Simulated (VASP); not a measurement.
# TiZn (Pm-3m) in VASP: density of states with LDA

Aim: the density of states of TiZn with LDA.

Program: VASP 6.6.1. These are calculated values, not measurements. Logs are shortened: lines on timing, memory, paths and dates and some standing lists are left out, and cuts for length are marked.

## (1) The cell of the first run

The structure is cubic, space group Pm-3m (No. 221). The conventional cell has a = 3.064 Å, b = 3.064 Å, c = 3.064 Å, α = 90.00°, β = 90.00°, γ = 90.00°. Ti (site symmetry m-3m) has 8 Zn at 2.65 Å and 6 Ti at 3.06 Å within 3.5 Å. Within 3.5 Å of Zn (site symmetry m-3m) lie 8 Ti at 2.65 Å and 6 Zn at 3.06 Å.

## (2) Density of states, LDA

POSCAR reads:

```
TiZn
1.0
    3.0635480912      0.0000000000      0.0000000000
    0.0000000000      3.0635480912      0.0000000000
    0.0000000000      0.0000000000      3.0635480912
Ti Zn
1 1
Direct
    0.5000000000      0.5000000000      0.5000000000
    0.0000000000      0.0000000000      0.0000000000
```

INCAR.step1 reads:

```
SYSTEM = TiZn
  PREC = Accurate
  ENCUT = 520
  EDIFF = 1E-6
  ISMEAR = 0
  SIGMA = 0.02
  LREAL = .FALSE.
  LASPH = .TRUE.
  NELM = 60
  ALGO = Normal
  ISIF = 2
  LWAVE = .FALSE.
  LCHARG = .TRUE.
  LMAXMIX = 4
  NBANDS = 19
```

KPOINTS.step1 reads:

```
regular mesh
0
G
  8 8 8
  0 0 0
```

INCAR.step2 reads:

```
SYSTEM = TiZn
  PREC = Accurate
  ENCUT = 520
  EDIFF = 1E-6
  ISMEAR = -5
  SIGMA = 0.02
  LREAL = .FALSE.
  LASPH = .TRUE.
  NELM = 60
  ALGO = Normal
  ISIF = 2
  LWAVE = .FALSE.
  LCHARG = .FALSE.
  LMAXMIX = 4
  LORBIT = 11
  NBANDS = 19
  NEDOS = 2001
  ICHARG = 11
```

KPOINTS.step2 reads:

```
regular mesh
0
G
  12 12 12
  0 0 0
```

Potentials or basis: VASP PAW LDA potentials, release 64 (Ti_sv, Zn).

Started as:

```
$ cat potpaw_LDA.64/Ti_sv/POTCAR potpaw_LDA.64/Zn/POTCAR > POTCAR
$ cp INCAR.step1 INCAR
$ cp KPOINTS.step1 KPOINTS
$ mpirun -np 1 vasp_std > vasp.out
$ cp INCAR.step2 INCAR
$ cp KPOINTS.step2 KPOINTS
$ mpirun -np 1 vasp_std > vasp.out
```

OUTCAR:

```text
SYSTEM = TiZn
   PREC = Accurate
   ENCUT = 520
   EDIFF = 1E-6
   ISMEAR = -5
   LREAL = .FALSE.
   LASPH = .TRUE.
   NELM = 60
   ISIF = 2
   LORBIT = 11
   ICHARG = 11

 ion  position               nearest neighbor table
   1  0.500  0.500  0.500-   2 2.65   2 2.65   2 2.65   2 2.65   2 2.65   2 2.65   2 2.65   2 2.65

   2  0.000  0.000  0.000-   1 2.65   1 2.65   1 2.65   1 2.65   1 2.65   1 2.65   1 2.65   1 2.65

  LATTYP: Found a simple cubic cell.
 ALAT       =     3.0635480912

  Lattice vectors:

 A1 = (   3.0635480912,   0.0000000000,   0.0000000000)
 A2 = (   0.0000000000,   3.0635480912,   0.0000000000)
 A3 = (   0.0000000000,   0.0000000000,   3.0635480912)

Analysis of symmetry for initial positions (statically):
=====================================================================
 Subroutine PRICEL returns:
 Original cell was already a primitive cell.

 Routine SETGRP: Setting up the symmetry group for a
 simple cubic supercell.

 Subroutine GETGRP returns: Found 48 space group operations
 (whereof 48 operations were pure point group operations)
 out of a pool of 48 trial point group operations.

The static configuration has the point symmetry O_h .

Analysis of symmetry for dynamics (positions and initial velocities):
=====================================================================
 Subroutine PRICEL returns:
 Original cell was already a primitive cell.

 Routine SETGRP: Setting up the symmetry group for a
 simple cubic supercell.

 Subroutine GETGRP returns: Found 48 space group operations
 (whereof 48 operations were pure point group operations)
 out of a pool of 48 trial point group operations.

The dynamic configuration has the point symmetry O_h .

 Subroutine INISYM returns: Found 48 space group operations
 (whereof 48 operations are pure point group operations),
 and found     1 'primitive' translations

----------------------------------------------------------------------------------------

                                     Primitive cell

  volume of cell :      28.7524

  direct lattice vectors                    reciprocal lattice vectors
     3.063548091  0.000000000  0.000000000     0.326418901  0.000000000  0.000000000
     0.000000000  3.063548091  0.000000000     0.000000000  0.326418901  0.000000000
     0.000000000  0.000000000  3.063548091     0.000000000  0.000000000  0.326418901

  length of vectors
     3.063548091  3.063548091  3.063548091     0.326418901  0.326418901  0.326418901

  position of ions in fractional coordinates (direct lattice)
     0.500000000  0.500000000  0.500000000
     0.000000000  0.000000000  0.000000000

  ion indices of the primitive-cell ions
   primitive index   ion index
                 1           1
                 2           2

----------------------------------------------------------------------------------------

 KPOINTS: regular mesh

Automatic generation of k-mesh.
 Grid dimensions read from file:
 generate k-points for:   12   12   12

 Generating k-lattice:

  Cartesian coordinates                     Fractional coordinates (reciprocal lattice)
     0.027201575  0.000000000  0.000000000     0.083333333  0.000000000  0.000000000
     0.000000000  0.027201575  0.000000000     0.000000000  0.083333333  0.000000000
     0.000000000  0.000000000  0.027201575     0.000000000  0.000000000  0.083333333

  Length of vectors
     0.027201575  0.027201575  0.027201575

  Shift w.r.t. Gamma in fractional coordinates (k-lattice)
     0.000000000  0.000000000  0.000000000

 TETIRR: Found    854 inequivalent tetrahedra from    10368

 Subroutine IBZKPT returns following result:
 ===========================================

 Found     84 irreducible k-points:

 Following reciprocal coordinates:
            Coordinates               Weight
  0.000000  0.000000  0.000000      1.000000
  0.083333  0.000000  0.000000      6.000000
  0.166667  0.000000  0.000000      6.000000
  0.250000  0.000000  0.000000      6.000000
  0.333333  0.000000  0.000000      6.000000
  0.416667  0.000000  0.000000      6.000000
[... 16 lines left out ...]
  0.333333  0.333333  0.000000     12.000000
  0.416667  0.333333  0.000000     24.000000
 [... further k-points ...]
   k-points           NKPTS =     84   k-points in BZ     NKDIM =     84   number of bands    NBANDS=     19
   number of dos      NEDOS =   2001   number of ions     NIONS =      2
   total plane-waves  NPLWV =  13824
   dimension x,y,z NGX =    24 NGY =   24 NGZ =   24
   dimension x,y,z NGXF=    48 NGYF=   48 NGZF=   48
   ions per type =               1   1
   NGX,Y,Z   is equivalent  to a cutoff of  13.02, 13.02, 13.02 a.u.
   NGXF,Y,Z  is equivalent  to a cutoff of  26.05, 26.05, 26.05 a.u.
 SYSTEM =  TiZn
   PREC   = accura    normal or accurate (medium, high low for compatibility)
   ISTART =      0    job   : 0-new  1-cont  2-samecut
   ICHARG =     11    charge: 1-file 2-atom 10-const
   ISPIN  =      1    spin polarized calculation?
   LNONCOLLINEAR =      F non collinear calculations
   LSORBIT =      F    spin-orbit coupling
   LASPH  =      T    aspherical Exc in radial PAW
   ENCUT  =  520.0 eV  38.22 Ry    6.18 a.u.   5.70  5.70  5.70*2*pi/ulx,y,z
   NELM   =     60;   NELMIN=  2; NELMDL=  0     # of ELM steps
   EDIFF  = 0.1E-05   stopping-criterion for ELM
   LREAL  =      F    real-space projection
   EDIFFG = 0.1E-04   stopping-criterion for IOM
   NSW    =      0    number of steps for IOM
   IBRION =     -1    ionic relax: 0-MD 1-quasi-New 2-CG
   NFREE  =      0    steps in history (QN), initial steepest desc. (CG)
   ISIF   =      2    stress and relaxation
   ISYM   =      2    0-nonsym 1-usesym 2-fastsym
   POTIM  = 0.5000    time-step for ionic-motion
   TEBEG  =    0.0;   TEEND  =   0.0 temperature during run
   PSTRESS=    0.0 pullay stress
   NELECT =      24.0000    total number of electrons
   NUPDOWN=      -1.0000    fix difference up-down
   EMIN   =  10.00;   EMAX   =-10.00  energy-range for DOS
   EFERMI =   0.00;   METHOD = LEGACY
   ISMEAR =    -5;   SIGMA  =   0.02  broadening in eV -4-tet -1-fermi 0-gaus
   EFERMI_NEDOS =   21; number of points for ismear=-14 and -15
   IALGO  =     38    algorithm
   IMIX   =      4    mixing-type and parameters
     AMIX     =   0.40;   BMIX     =  1.00
     AMIX_MAG =   1.60;   BMIX_MAG =  1.00
  volume/ion in A,a.u.               =      14.38        97.02
  Fermi-wavevector in a.u.,A,eV,Ry     =   1.541418  2.912858 32.327044  2.375971
  Thomas-Fermi vector in A             =   2.647367
   LORBIT       =     11    0 simple, 1 ext, 2 COOP (PROOUT), +10 PAW based schemes
   GGA     = CA    functional components
   LHFCALC =     F    Hartree Fock is set to
   AEXX    =    0.0000 exact exchange contribution
   IVDW    =     0    specifies the selected vdW correction
   LEPSILON=     F    determine dielectric tensor
   LRPA    =     F    only Hartree local field effects (RPA)
 non-spin polarized calculation
 Fermi weights with tetrahedron method with Bloechl corrections
  energy-cutoff  :      520.00
  volume of cell :       28.75
 maximum number of plane-waves:       804
 NGX is ok and might be reduce to    24

 number of electron      24.0000001 magnetization

 Free energy of the ion-electron system (eV)
  ---------------------------------------------------
  ext. energy  EPLUGINS =         0.00000000
  ---------------------------------------------------
  free energy    TOTEN  =       -10.88061114 eV

  energy without entropy =      -10.88061114  energy(sigma->0) =      -10.88061114

 E-fermi :   6.5414     XC(G=0): -12.4981

 val. band max:        6.6300103650   @ k =   0.5000   0.2500   0.0000
 cond. band min:       6.5262035362   @ k =   0.5000   0.5000   0.0833
 fundamental gap:     -0.1038068288
 Fermi energy:         6.5413779284

 k-point     1 :       0.0000    0.0000    0.0000
  band No.  band energies     occupation
      1     -49.5785      2.00000
      2     -26.1133      2.00000
      3     -26.1133      2.00000
      4     -26.1133      2.00000
      5      -2.2104      2.00000
      6      -1.1095      2.00000
[... 11 lines left out ...]
     18      13.2385      0.00000
     19      19.8045      0.00000

 k-point     2 :       0.0833    0.0000    0.0000
  band No.  band energies     occupation
      1     -49.5768      2.00000
      2     -26.1304      2.00000
      3     -26.1120      2.00000
      4     -26.1120      2.00000
      5      -2.0855      2.00000
      6      -1.0972      2.00000
[... 11 lines left out ...]
     18      13.5412      0.00000
     19      19.6988      0.00000

 k-point     3 :       0.1667    0.0000    0.0000
  band No.  band energies     occupation
      1     -49.5723      2.00000
      2     -26.1767      2.00000
      3     -26.1082      2.00000
      4     -26.1082      2.00000
      5      -1.7257      2.00000
      6      -1.0636      2.00000
[... 11 lines left out ...]
     18      14.3265      0.00000
     19      19.4009      0.00000

 k-point     4 :       0.2500    0.0000    0.0000
  band No.  band energies     occupation
      1     -49.5661      2.00000
      2     -26.2394      2.00000
      3     -26.1031      2.00000
      4     -26.1031      2.00000
      5      -1.2397      2.00000
      6      -1.0172      2.00000
[... 407 lines left out ...]
     18      15.8817      0.00000
     19      18.6601      0.00000

 k-point    23 :       0.3333    0.3333    0.0000
  band No.  band energies     occupation
      1     -49.5420      2.00000
      2     -26.2796      2.00000
      3     -26.2725      2.00000
      4     -26.0812      2.00000
      5      -1.0074      2.00000
      6      -0.9576      2.00000
[... 11 lines left out ...]
     18      16.2914      0.00000
     19      17.9806      0.00000

 k-point    24 :       0.4167    0.3333    0.0000
  band No.  band energies     occupation
      1     -49.5376      2.00000
      2     -26.3190      2.00000
      3     -26.2698      2.00000
      4     -26.0771      2.00000
      5      -1.0384      2.00000
      6      -0.9790      2.00000
[... 11 lines left out ...]
     18      15.1662      0.00000
     19      18.3122      0.00000

 [... further k-points ...]
[... 5 lines left out ...]
  --------------------------------------------------------------------------------------
  -------------------------------------------------------------------------------------
  Total        0.0511598      0.0511598      0.0511598     -0.0000000      0.0000000     -0.0000000
  in kB        2.8507915      2.8507915      2.8507915     -0.0000000      0.0000000     -0.0000000
  external PRESSURE =       2.8507915 kB  Pullay stress =       0.0000000 kB

 VOLUME and BASIS-vectors are now :
 -----------------------------------------------------------------------------
  energy-cutoff  :      520.00
  volume of cell :       28.75
      direct lattice vectors                 reciprocal lattice vectors
     3.063548091  0.000000000  0.000000000     0.326418901  0.000000000  0.000000000
     0.000000000  3.063548091  0.000000000     0.000000000  0.326418901  0.000000000
     0.000000000  0.000000000  3.063548091     0.000000000  0.000000000  0.326418901

 POSITION                                       TOTAL-FORCE (eV/Angst)
 -----------------------------------------------------------------------------------
      1.53177      1.53177      1.53177         0.000000      0.000000      0.000000
      0.00000      0.00000      0.00000         0.000000      0.000000      0.000000
 -----------------------------------------------------------------------------------
    total drift:                                0.000000      0.000000     -0.000000

  FREE ENERGIE OF THE ION-ELECTRON SYSTEM (eV)
  ---------------------------------------------------
  free  energy   TOTEN  =       -10.8806111415 eV

  energy  without entropy=      -10.8806111415  energy(sigma->0) =      -10.88061114

 total charge

# of ion       s       p       d       tot
------------------------------------------
    1        2.199   6.143   1.942  10.284
    2        0.699   0.630   9.695  11.024
--------------------------------------------------
tot          2.898   6.773  11.638  21.308
```

Wall time 24 s (1 thread of Intel Xeon Platinum 8488C (Sapphire Rapids), shared host); peak memory 0.16 GiB.

What came out:

```
Valence electrons inside the program's atomic spheres : Ti 10.28; Zn 11.02
```

Caveat: tetrahedron occupations give inexact forces and stress in metals.
